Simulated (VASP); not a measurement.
Runs of VASP 6.6.1 on KBr. The structure is that of space group Fm-3m (No. 225), or close to it. The cells are those of the table. 

```csv
task,level,spin,cell,k mesh,cutoff (eV),smearing,grid for exact exchange (PRECFOCK),screening parameter,share of exact exchange,gap on the mesh (eV),pressure (GPa),moment (μB)
single point,r2SCAN+rVV10,"non-collinear, typed start","a = 4.539 Å, angles 60.0°, 2 atoms",7 × 7 × 7,520,gaussian 0.01 eV,-,-,-,5.23,1.2,0.00
single point,PBEsol,"collinear, ferromagnetic start","a = 4.758 Å, angles 60.0°, 2 atoms",7 × 7 × 7,520,fermi-dirac 0.05 eV,-,-,-,4.14,-1.0,0.00
relaxation of cell and atoms,revPBE+D4,off,"relaxed from a = 4.667 Å, angles 60.0°, 2 atoms",7 × 7 × 7,600,fermi-dirac 0.05 eV,-,-,-,4.57,0.0,-
single point,PBE+D3(BJ),off,"a = 4.572 Å, angles 60.0°, 2 atoms",7 × 7 × 7,520,fermi-dirac 0.05 eV,-,-,-,4.61,(a),-
single point,PBEsol+D4,off,"a = 4.592 Å, angles 60.0°, 2 atoms",7 × 7 × 7,520,fermi-dirac 0.05 eV,-,-,-,4.40,0.1,-
single point,PBEsol,"collinear, ferromagnetic start","a = 4.636 Å, angles 60.0°, 2 atoms",7 × 7 × 7,520,fermi-dirac 0.05 eV,-,-,-,4.33,0.0,0.00
single point,r2SCAN,off,"a = 4.604 Å, angles 60.0°, 2 atoms",7 × 7 × 7,520,fermi-dirac 0.05 eV,-,-,-,5.20,0.8,-
single point,HSE06,off,"a = 4.667 Å, angles 60.0°, 2 atoms",4 × 4 × 4,520,fermi-dirac 0.05 eV,Normal,0.2079 1/Å,-,5.60,0.5,-
single point,PBE,off,"a = 4.667 Å, angles 60.0°, 2 atoms",7 × 7 × 7,520,gaussian 0.023 eV,-,-,-,4.43,0.8,-
single point,PBE-based screened hybrid,"non-collinear, zero start, SOC","a = 5.027 Å, angles 60.0°, 2 atoms",4 × 4 × 4,520,gaussian 0.05 eV,Normal,0.3 1/Å,0.25,-,(b),0.00
single point,PBE,off,"a = 4.667 Å, angles 60.0°, 2 atoms",7 × 7 × 7,500,gaussian 0.019 eV,-,-,-,4.43,0.8,-
single point,PBE,off,"a = 4.667 Å, angles 60.0°, 2 atoms",7 × 7 × 7,520,gaussian 0.02 eV,-,-,-,4.43,0.8,-
```

Alike in all rows: potentials or basis VASP PAW PBE potentials, release 64 (Br, K_sv).

**Question.** Estimate the missing entries.

**Answer.** (a) 0.9; (b) -1.7.

Caveats: some runs use coarse meshes; the PAW data sets were made with another functional, which shifts forces and pressure a little (some runs).

A k mesh can miss the band edges, and rows without SOC leave out spin-orbit coupling on Br.
